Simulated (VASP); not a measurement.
# CdS (Fm-3m) in VASP: a series of runs

The runs below take CdS through single point, with LDA.

All numbers are computed with VASP 6.6.1; they aren't measurements. Logs are shortened: lines on timing, memory, paths and dates and some standing lists are left out, and cuts for length are marked.

## (1) The cell of the first run

It takes space group Fm-3m (No. 225, cubic). The conventional cell has a = 5.506 Å, b = 5.506 Å, c = 5.506 Å, α = 90.00°, β = 90.00°, γ = 90.00°. Cd (site symmetry m-3m) has 6 S at 2.75 Å within 3.6 Å. Within 3.6 Å of S (site symmetry m-3m) lie 6 Cd at 2.75 Å.

## (2) Single point, LDA

Input file INCAR:

```
SYSTEM = CdS
PREC = Accurate
ENCUT = 520
EDIFF = 1E-7
ISMEAR = -1
SIGMA = 0.05
LREAL = .False.
LASPH = .True.
NELM = 80
ALGO = Normal
ISIF = 2
LWAVE = .False.
LCHARG = .False.
GGA = CA
NBANDS = 16
```

Input file KPOINTS:

```
Automatic mesh
0
Gamma
  8 8 8
  0 0 0
```

Input file POSCAR:

```
CdS
1.0
    0.0000000000      2.7532440000      2.7532440000
    2.7532440000      0.0000000000      2.7532440000
    2.7532440000      2.7532440000      0.0000000000
Cd S
1 1
Direct
    0.0000000000      0.0000000000      0.0000000000
    0.5000000000      0.5000000000      0.5000000000
```

Potentials or basis: VASP PAW LDA potentials, release 64 (Cd, S).

Run with:

```
> cat potpaw_LDA.64/Cd/POTCAR potpaw_LDA.64/S/POTCAR > POTCAR
> mpirun -np 1 vasp_std > vasp.out
```

OUTCAR:

```text
SYSTEM = CdS
   PREC = Accurate
   ENCUT = 520
   EDIFF = 1E-7
   ISMEAR = -1
   LREAL = .False.
   LASPH = .True.
   NELM = 80
   ISIF = 2
   GGA = CA

 ion  position               nearest neighbor table
   1  0.000  0.000  0.000-   2 2.75   2 2.75   2 2.75   2 2.75   2 2.75   2 2.75
   2  0.500  0.500  0.500-   1 2.75   1 2.75   1 2.75   1 2.75   1 2.75   1 2.75

  LATTYP: Found a face centered cubic cell.
 ALAT       =     5.5064880000

  Lattice vectors:

 A1 = (   0.0000000000,   2.7532440000,   2.7532440000)
 A2 = (   2.7532440000,   0.0000000000,   2.7532440000)
 A3 = (   2.7532440000,   2.7532440000,   0.0000000000)

Analysis of symmetry for initial positions (statically):
=====================================================================
 Subroutine PRICEL returns:
 Original cell was already a primitive cell.

 Routine SETGRP: Setting up the symmetry group for a
 face centered cubic supercell.

 Subroutine GETGRP returns: Found 48 space group operations
[... 9 lines left out ...]

 Routine SETGRP: Setting up the symmetry group for a
 face centered cubic supercell.

 Subroutine GETGRP returns: Found 48 space group operations
[... 11 lines left out ...]
                                     Primitive cell

  volume of cell :      41.7411

  direct lattice vectors                    reciprocal lattice vectors
     0.000000000  2.753244000  2.753244000    -0.181603955  0.181603955  0.181603955
     2.753244000  0.000000000  2.753244000     0.181603955 -0.181603955  0.181603955
     2.753244000  2.753244000  0.000000000     0.181603955  0.181603955 -0.181603955

  length of vectors
     3.893675005  3.893675005  3.893675005     0.314547277  0.314547277  0.314547277

  position of ions in fractional coordinates (direct lattice)
     0.000000000  0.000000000  0.000000000
     0.500000000  0.500000000  0.500000000

  ion indices of the primitive-cell ions
   primitive index   ion index
                 1           1
                 2           2

----------------------------------------------------------------------------------------

 KPOINTS: Automatic mesh

Automatic generation of k-mesh.
 Grid dimensions read from file:
 generate k-points for:    8    8    8

 Generating k-lattice:

  Cartesian coordinates                     Fractional coordinates (reciprocal lattice)
    -0.022700494  0.022700494  0.022700494     0.125000000  0.000000000  0.000000000
     0.022700494 -0.022700494  0.022700494     0.000000000  0.125000000  0.000000000
     0.022700494  0.022700494 -0.022700494     0.000000000  0.000000000  0.125000000

  Length of vectors
     0.039318410  0.039318410  0.039318410

  Shift w.r.t. Gamma in fractional coordinates (k-lattice)
     0.000000000  0.000000000  0.000000000

 Subroutine IBZKPT returns following result:
 ===========================================

 Found     29 irreducible k-points:

 Following reciprocal coordinates:
            Coordinates               Weight
  0.000000  0.000000  0.000000      1.000000
  0.125000  0.000000  0.000000      8.000000
  0.250000  0.000000  0.000000      8.000000
  0.375000  0.000000  0.000000      8.000000
  0.500000  0.000000  0.000000      4.000000
  0.125000  0.125000  0.000000      6.000000
[... 16 lines left out ...]
  0.500000  0.250000  0.125000     48.000000
 -0.375000  0.250000  0.125000     24.000000
 [... further k-points ...]
   k-points           NKPTS =     29   k-points in BZ     NKDIM =     29   number of bands    NBANDS=     16
   number of dos      NEDOS =    301   number of ions     NIONS =      2
   total plane-waves  NPLWV =  27000
   dimension x,y,z NGX =    30 NGY =   30 NGZ =   30
   dimension x,y,z NGXF=    60 NGYF=   60 NGZF=   60
   ions per type =               1   1
   NGX,Y,Z   is equivalent  to a cutoff of  12.81, 12.81, 12.81 a.u.
   NGXF,Y,Z  is equivalent  to a cutoff of  25.62, 25.62, 25.62 a.u.
 SYSTEM =  CdS
   PREC   = accura    normal or accurate (medium, high low for compatibility)
   ISTART =      0    job   : 0-new  1-cont  2-samecut
   ICHARG =      2    charge: 1-file 2-atom 10-const
   ISPIN  =      1    spin polarized calculation?
   LNONCOLLINEAR =      F non collinear calculations
   LSORBIT =      F    spin-orbit coupling
   LASPH  =      T    aspherical Exc in radial PAW
   ENCUT  =  520.0 eV  38.22 Ry    6.18 a.u.   7.24  7.24  7.24*2*pi/ulx,y,z
   NELM   =     80;   NELMIN=  2; NELMDL= -5     # of ELM steps
   EDIFF  = 0.1E-06   stopping-criterion for ELM
   LREAL  =      F    real-space projection
   EDIFFG = 0.1E-05   stopping-criterion for IOM
   NSW    =      0    number of steps for IOM
   IBRION =     -1    ionic relax: 0-MD 1-quasi-New 2-CG
   NFREE  =      0    steps in history (QN), initial steepest desc. (CG)
   ISIF   =      2    stress and relaxation
   ISYM   =      2    0-nonsym 1-usesym 2-fastsym
   POTIM  = 0.5000    time-step for ionic-motion
   TEBEG  =    0.0;   TEEND  =   0.0 temperature during run
   PSTRESS=    0.0 pullay stress
   NELECT =      18.0000    total number of electrons
   NUPDOWN=      -1.0000    fix difference up-down
   EMIN   =  10.00;   EMAX   =-10.00  energy-range for DOS
   EFERMI =   0.00;   METHOD = LEGACY
   ISMEAR =    -1;   SIGMA  =   0.05  broadening in eV -4-tet -1-fermi 0-gaus
   EFERMI_NEDOS =   21; number of points for ismear=-14 and -15
   IALGO  =     38    algorithm
   IMIX   =      4    mixing-type and parameters
     AMIX     =   0.40;   BMIX     =  1.00
     AMIX_MAG =   1.60;   BMIX_MAG =  1.00
  volume/ion in A,a.u.               =      20.87       140.84
  Fermi-wavevector in a.u.,A,eV,Ry     =   1.236833  2.337275 20.813583  1.529755
  Thomas-Fermi vector in A             =   2.371425
   LORBIT       =      0    0 simple, 1 ext, 2 COOP (PROOUT), +10 PAW based schemes
   GGA     = CA    functional components
   LHFCALC =     F    Hartree Fock is set to
   AEXX    =    0.0000 exact exchange contribution
   IVDW    =     0    specifies the selected vdW correction
   LEPSILON=     F    determine dielectric tensor
   LRPA    =     F    only Hartree local field effects (RPA)
 non-spin polarized calculation
  energy-cutoff  :      520.00
  volume of cell :       41.74
 maximum number of plane-waves:      1158
 NGX is ok and might be reduce to    30
   NGX = 15   NGY = 15   NGZ = 15

 number of electron      18.0000005 magnetization

 Free energy of the ion-electron system (eV)
  ---------------------------------------------------
  ext. energy  EPLUGINS =         0.00000000
  ---------------------------------------------------
  free energy    TOTEN  =        -7.19478514 eV

  energy without entropy =       -7.19243794  energy(sigma->0) =       -7.19361154

 E-fermi :   2.6797     XC(G=0): -10.6605

 val. band max:        2.5647743683   @ k =   0.5000   0.5000   0.0000
 cond. band min:       3.1616996471   @ k =   0.0000   0.0000   0.0000
 fundamental gap:      0.5969252787
 Fermi energy:         2.6797153952

 k-point     1 :       0.0000    0.0000    0.0000
  band No.  band energies     occupation
      1     -10.1009      2.00000
      2      -5.0493      2.00000
      3      -5.0493      2.00000
      4      -5.0449      2.00000
      5      -5.0449      2.00000
      6      -5.0449      2.00000
[... 8 lines left out ...]
     15      13.5774      0.00000
     16      13.5774      0.00000

 k-point     2 :       0.1250    0.0000    0.0000
  band No.  band energies     occupation
      1      -9.9688      2.00000
      2      -5.0935      2.00000
      3      -5.0935      2.00000
      4      -5.0591      2.00000
      5      -5.0168      2.00000
      6      -5.0168      2.00000
[... 8 lines left out ...]
     15      12.6631      0.00000
     16      13.3332      0.00000

 k-point     3 :       0.2500    0.0000    0.0000
  band No.  band energies     occupation
      1      -9.6144      2.00000
      2      -5.1983      2.00000
      3      -5.1983      2.00000
      4      -5.1123      2.00000
      5      -4.9467      2.00000
      6      -4.9467      2.00000
[... 8 lines left out ...]
     15      13.3001      0.00000
     16      13.3001      0.00000

 k-point     4 :       0.3750    0.0000    0.0000
  band No.  band energies     occupation
      1      -9.1886      2.00000
      2      -5.2986      2.00000
      3      -5.2986      2.00000
      4      -5.2177      2.00000
      5      -4.8750      2.00000
      6      -4.8750      2.00000
[... 8 lines left out ...]
     15      14.5708      0.00000
     16      14.5708      0.00000

 k-point     5 :       0.5000    0.0000    0.0000
  band No.  band energies     occupation
      1      -8.9800      2.00000
      2      -5.3390      2.00000
      3      -5.3390      2.00000
      4      -5.2918      2.00000
      5      -4.8449      2.00000
      6      -4.8449      2.00000
[... 8 lines left out ...]
     15      15.4977      0.00000
     16      15.4977      0.00000

 k-point     6 :       0.1250    0.1250    0.0000
  band No.  band energies     occupation
      1      -9.9313      2.00000
      2      -5.1418      2.00000
      3      -5.0675      2.00000
      4      -5.0337      2.00000
      5      -5.0165      2.00000
      6      -5.0165      2.00000
[... 8 lines left out ...]
     15      14.7968      0.00000
     16      14.7969      0.00000
[... 267 lines left out ...]
 k-point    21 :       0.5000    0.5000    0.0000
  band No.  band energies     occupation
      1      -9.2132      2.00000
      2      -5.1993      2.00000
      3      -4.9425      2.00000
      4      -4.7798      2.00000
      5      -4.7798      2.00000
      6      -4.1232      2.00000
[... 8 lines left out ...]
     15      16.9017      0.00000
     16      17.1883      0.00000

 k-point    22 :       0.3750    0.2500    0.1250
  band No.  band energies     occupation
      1      -9.4189      2.00000
      2      -5.2228      2.00000
      3      -5.1355      2.00000
      4      -5.1059      2.00000
      5      -4.9299      2.00000
      6      -4.8618      2.00000
[... 8 lines left out ...]
     15      15.6030      0.00000
     16      16.1945      0.00000

 k-point    23 :       0.5000    0.2500    0.1250
  band No.  band energies     occupation
      1      -9.1443      2.00000
      2      -5.2252      2.00000
      3      -5.1675      2.00000
      4      -5.1015      2.00000
      5      -4.8694      2.00000
      6      -4.7808      2.00000
[... 8 lines left out ...]
     15      16.0082      0.00000
     16      16.4936      0.00000

 k-point    24 :      -0.3750    0.2500    0.1250
  band No.  band energies     occupation
      1      -9.0228      2.00000
      2      -5.2641      2.00000
      3      -5.1371      2.00000
      4      -5.0909      2.00000
      5      -4.8340      2.00000
      6      -4.7434      2.00000
[... 8 lines left out ...]
     15      14.6319      0.00000
     16      16.8490      0.00000

 [... further k-points ...]
[... 5 lines left out ...]
  --------------------------------------------------------------------------------------
  -------------------------------------------------------------------------------------
  Total       -1.6606052     -1.6606052     -1.6606052      0.0000000      0.0000000     -0.0000000
  in kB      -63.7401216    -63.7401216    -63.7401216      0.0000000      0.0000000     -0.0000000
  external PRESSURE =     -63.7401216 kB  Pullay stress =       0.0000000 kB

 VOLUME and BASIS-vectors are now :
 -----------------------------------------------------------------------------
  energy-cutoff  :      520.00
  volume of cell :       41.74
      direct lattice vectors                 reciprocal lattice vectors
     0.000000000  2.753244000  2.753244000    -0.181603955  0.181603955  0.181603955
     2.753244000  0.000000000  2.753244000     0.181603955 -0.181603955  0.181603955
     2.753244000  2.753244000  0.000000000     0.181603955  0.181603955 -0.181603955

 POSITION                                       TOTAL-FORCE (eV/Angst)
 -----------------------------------------------------------------------------------
      0.00000      0.00000      0.00000         0.000000      0.000000     -0.000000
      2.75324      2.75324      2.75324        -0.000000      0.000000      0.000000
 -----------------------------------------------------------------------------------
    total drift:                               -0.000000      0.000000      0.000000

  FREE ENERGIE OF THE ION-ELECTRON SYSTEM (eV)
  ---------------------------------------------------
  free  energy   TOTEN  =        -7.1947851392 eV

  energy  without entropy=       -7.1924379370  energy(sigma->0) =       -7.19361154
```

It took 31 s on 1 thread of Intel Xeon 8259CL, shared host; peak memory 0.16 GiB.

Results:

* Free energy: -7.1948 eV
* Pressure: -6.4 GPa

## (3) Single point, LDA (volume scaled by 0.98)

Input file INCAR:

```
PREC = Accurate
ENCUT = 520
EDIFF = 1E-7
ISMEAR = -1
SIGMA = 0.05
LREAL = F
LASPH = T
NELM = 100
ALGO = Normal
ISIF = 2
LWAVE = F
LCHARG = F
NBANDS = 16
```

Input file KPOINTS:

```
regular mesh
0
Gamma
  8 8 8
```

Input file POSCAR:

```
CdS
1.0
    0.0000000000      2.7347652956      2.7347652956
    2.7347652956      0.0000000000      2.7347652956
    2.7347652956      2.7347652956      0.0000000000
Cd S
1 1
Direct
    0.0000000000      0.0000000000      0.0000000000
    0.5000000000      0.5000000000      0.5000000000
```

Potentials or basis: VASP PAW LDA potentials, release 64 (Cd, S).

Run with:

```
> cat potpaw_LDA.64/Cd/POTCAR potpaw_LDA.64/S/POTCAR > POTCAR
> mpirun -np 1 vasp_std > vasp.out
```

It took 34 s on 1 thread of Intel Xeon 8259CL, shared host; peak memory 0.15 GiB.

Results (log left out):

- Free energy: -7.2246 eV
- Pressure: -5.1 GPa

Levels at points of the mesh, in eV from the Fermi level:
```tsv
k point	band 7	band 8	band 9	band 10	band 11	band 12
(0.00, 0.00, 0.00)	-0.88	-0.88	-0.88	0.57	9.05	9.05
(0.50, 0.00, 0.00)	-5.07	-0.12	-0.12	3.19	5.60	5.60
(0.50, 0.50, 0.00)	-4.45	-2.30	-2.30	-0.11	5.81	9.53
```
